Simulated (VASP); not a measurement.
# K (Im-3m) in VASP: a series of runs, part 2 of 2

VASP 6.6.1. Earlier steps stand in the parts before.

## (4) Single point, r2SCAN

The input, POSCAR:

```
K
1.0
   -2.6699463634      2.6699463634      2.6699463634
    2.6699463634     -2.6699463634      2.6699463634
    2.6699463634      2.6699463634     -2.6699463634
K
1
Direct
    0.0000000000      0.0000000000      0.0000000000
```

The input, INCAR.step1:

```
SYSTEM = K
ALGO = Normal
EDIFF = 1E-4
ENCUT = 520
GGA = PE
ISMEAR = 1
LASPH = .True.
LCHARG = .False.
LREAL = .False.
LWAVE = .True.
NBANDS = 10
NELM = 60
PREC = Accurate
SIGMA = 0.2
```

The input, INCAR.step2:

```
SYSTEM = K
ALGO = Normal
EDIFF = 1E-7
ENCUT = 520
ISIF = 2
ISMEAR = 1
ISTART = 1
LASPH = .True.
LCHARG = .False.
LMIXTAU = .True.
LREAL = .False.
LWAVE = .False.
METAGGA = R2SCAN
NBANDS = 10
NELM = 60
PREC = Accurate
SIGMA = 0.2
```

The input, KPOINTS:

```
k-points
0
Gamma
  8 8 8
  0 0 0
```

Potentials or basis: VASP PAW PBE potentials, release 64 (K_sv).

Run with:

```
$ cat potpaw_PBE.64/K_sv/POTCAR > POTCAR
$ cp INCAR.step1 INCAR
$ mpirun -np 1 vasp_std > vasp.out
$ cp INCAR.step2 INCAR
$ mpirun -np 1 vasp_std > vasp.out
```

OUTCAR:

```text
SYSTEM = K
   EDIFF = 1E-7
   ENCUT = 520
   ISIF = 2
   ISMEAR = 1
   ISTART = 1
   LASPH = .True.
   LREAL = .False.
   METAGGA = R2SCAN
   NELM = 60
   PREC = Accurate

 ion  position               nearest neighbor table
   1  0.000  0.000  0.000-

  LATTYP: Found a body centered cubic cell.
 ALAT       =     5.3398927268

  Lattice vectors:

 A1 = (  -2.6699463634,   2.6699463634,   2.6699463634)
 A2 = (   2.6699463634,  -2.6699463634,   2.6699463634)
 A3 = (   2.6699463634,   2.6699463634,  -2.6699463634)

Analysis of symmetry for initial positions (statically):
=====================================================================
 Subroutine PRICEL returns:
 Original cell was already a primitive cell.

 Routine SETGRP: Setting up the symmetry group for a
 body centered cubic supercell.

 Subroutine GETGRP returns: Found 48 space group operations
 (whereof 48 operations were pure point group operations)
 out of a pool of 48 trial point group operations.

The static configuration has the point symmetry O_h .

Analysis of symmetry for dynamics (positions and initial velocities):
=====================================================================
 Subroutine PRICEL returns:
 Original cell was already a primitive cell.

 Routine SETGRP: Setting up the symmetry group for a
 body centered cubic supercell.

 Subroutine GETGRP returns: Found 48 space group operations
 (whereof 48 operations were pure point group operations)
 out of a pool of 48 trial point group operations.

The dynamic configuration has the point symmetry O_h .

 Subroutine INISYM returns: Found 48 space group operations
 (whereof 48 operations are pure point group operations),
 and found     1 'primitive' translations

----------------------------------------------------------------------------------------

                                     Primitive cell

[... 112 lines left out ...]
   LORBIT       =      0    0 simple, 1 ext, 2 COOP (PROOUT), +10 PAW based schemes
   METAGGA = R2SCAN    functional components
   LHFCALC =     F    Hartree Fock is set to
   AEXX    =    0.0000 exact exchange contribution
   IVDW    =     0    specifies the selected vdW correction
   LEPSILON=     F    determine dielectric tensor
   LRPA    =     F    only Hartree local field effects (RPA)
 non-spin polarized calculation
 Methfessel and Paxton  Order N= 1 SIGMA  =   0.20
  energy-cutoff  :      520.00
  volume of cell :       76.13
 maximum number of plane-waves:      2093
 NGX is ok and might be reduce to    36
   NGX = 17   NGY = 17   NGZ = 17

 number of electron       9.0000001 magnetization

 Free energy of the ion-electron system (eV)
  ---------------------------------------------------
  ext. energy  EPLUGINS =         0.00000000
  ---------------------------------------------------
  free energy    TOTEN  =        -6.00631821 eV

  energy without entropy =       -6.00273192  energy(sigma->0) =       -6.00512278

 E-fermi :  -0.1105     XC(G=0):  -5.8207

 val. band max:       -0.1806544429   @ k =   0.2500   0.2500   0.0000
 cond. band min:      -0.0299069515   @ k =  -0.3750   0.3750   0.2500
 fundamental gap:      0.1507474915
 Fermi energy:        -0.1105113196

 k-point     1 :       0.0000    0.0000    0.0000
  band No.  band energies     occupation
      1     -33.8171      2.00000
      2     -16.4905      2.00000
      3     -16.4905      2.00000
      4     -16.4905      2.00000
      5      -2.3938      2.00000
      6       4.5793      0.00000
      7       4.5793      0.00000
      8       4.5793      0.00000
      9       5.5215      0.00000
     10       5.5215      0.00000
[... 287 lines left out ...]
 k-point    24 :      -0.3750    0.3750    0.2500
  band No.  band energies     occupation
      1     -33.8125      2.00000
      2     -16.5361      2.00000
      3     -16.5194      2.00000
      4     -16.5132      2.00000
      5      -0.0299      0.37541
      6       2.0796     -0.00000
      7       3.5145     -0.00000
      8       3.5726     -0.00000
      9       4.8915      0.00000
     10       6.0077      0.00000

 [... further k-points ...]

------------------------ aborting loop because EDIFF is reached ----------------------------------------

  FORCE on cell =-STRESS in cart. coord.  units (eV):
  Direction    XX          YY          ZZ          XY          YZ          ZX
  --------------------------------------------------------------------------------------
  -------------------------------------------------------------------------------------
  Total        0.0033620      0.0033620      0.0033620      0.0000000      0.0000000     -0.0000000
  in kB        0.0707518      0.0707518      0.0707518      0.0000000      0.0000000     -0.0000000
  external PRESSURE =       0.0707518 kB  Pullay stress =       0.0000000 kB

 VOLUME and BASIS-vectors are now :
 -----------------------------------------------------------------------------
  energy-cutoff  :      520.00
  volume of cell :       76.13
      direct lattice vectors                 reciprocal lattice vectors
    -2.669946363  2.669946363  2.669946363     0.000000000  0.187269680  0.187269680
     2.669946363 -2.669946363  2.669946363     0.187269680  0.000000000  0.187269680
     2.669946363  2.669946363 -2.669946363     0.187269680  0.187269680  0.000000000

 POSITION                                       TOTAL-FORCE (eV/Angst)
 -----------------------------------------------------------------------------------
      0.00000      0.00000      0.00000         0.000000     -0.000000      0.000000
 -----------------------------------------------------------------------------------
    total drift:                               -0.000000     -0.000000      0.000000

  FREE ENERGIE OF THE ION-ELECTRON SYSTEM (eV)
  ---------------------------------------------------
  free  energy   TOTEN  =        -6.0063182072 eV

  energy  without entropy=       -6.0027319235  energy(sigma->0) =       -6.00512278
```

OUTCAR.step1:

```text
SYSTEM = K
   EDIFF = 1E-4
   ENCUT = 520
   GGA = PE
   ISMEAR = 1
   LASPH = .True.
[... 529 lines left out ...]
 POSITION                                       TOTAL-FORCE (eV/Angst)
 -----------------------------------------------------------------------------------
      0.00000      0.00000      0.00000         0.000000      0.000000      0.000000
 -----------------------------------------------------------------------------------
    total drift:                               -0.000000      0.000000      0.000000

  FREE ENERGIE OF THE ION-ELECTRON SYSTEM (eV)
  ---------------------------------------------------
  free  energy   TOTEN  =        -1.0413402988 eV

  energy  without entropy=       -1.0375658976  energy(sigma->0) =       -1.04008217
```

OSZICAR.step1:

```text
N       E                     dE             d eps       ncg     rms          rms(c)
DAV:   1     0.476942437903E+02    0.47694E+02   -0.36420E+03   580   0.682E+02
DAV:   2     0.636426758675E+00   -0.47058E+02   -0.46196E+02   616   0.192E+02
DAV:   3    -0.989857371899E+00   -0.16263E+01   -0.16154E+01   896   0.298E+01
DAV:   4    -0.103921919237E+01   -0.49362E-01   -0.49324E-01   802   0.421E+00
DAV:   5    -0.104051917857E+01   -0.13000E-02   -0.12996E-02   870   0.524E-01    0.191E+00
DAV:   6    -0.104081011751E+01   -0.29094E-03   -0.13873E-03   894   0.235E-01    0.118E+00
DAV:   7    -0.104127637309E+01   -0.46626E-03   -0.26419E-03   882   0.329E-01    0.500E-02
DAV:   8    -0.104134029880E+01   -0.63926E-04   -0.10288E-04   610   0.119E-01
   1 F= -.10413403E+01 E0= -.10400822E+01  d E =-.377440E-02
```

Run time: 2.7 min. Hardware: 1 thread of Intel Xeon 8259CL, shared host; peak memory 0.21 GiB.

Results:

```
Free energy            : -6.0063 eV
Pressure               : 0.0 GPa
Band gap on the k mesh : zero (an odd number of electrons rules out a gap without spin polarisation)
```

Caveat: the PAW data sets were made with another functional, which shifts forces and pressure a little.

## (5) Overview

| smearing | gap on the mesh (eV) | pressure (GPa) |
| --- | --- | --- |
| methfessel-paxton 0.03 eV | none | 0.0 |
| methfessel-paxton 0.1 eV | none | 0.0 |
| methfessel-paxton 0.2 eV | none | 0.0 |

Alike in all rows: task single point; level r2SCAN; potentials or basis VASP PAW PBE potentials, release 64 (K_sv); no spin polarisation; cell as given; k mesh 8 × 8 × 8; cutoff (eV) 520.

Caveats: the PAW data sets were made with another functional, which shifts forces and pressure a little.

Total energies depend on the potentials used, so only differences within one code and one set of settings carry meaning.
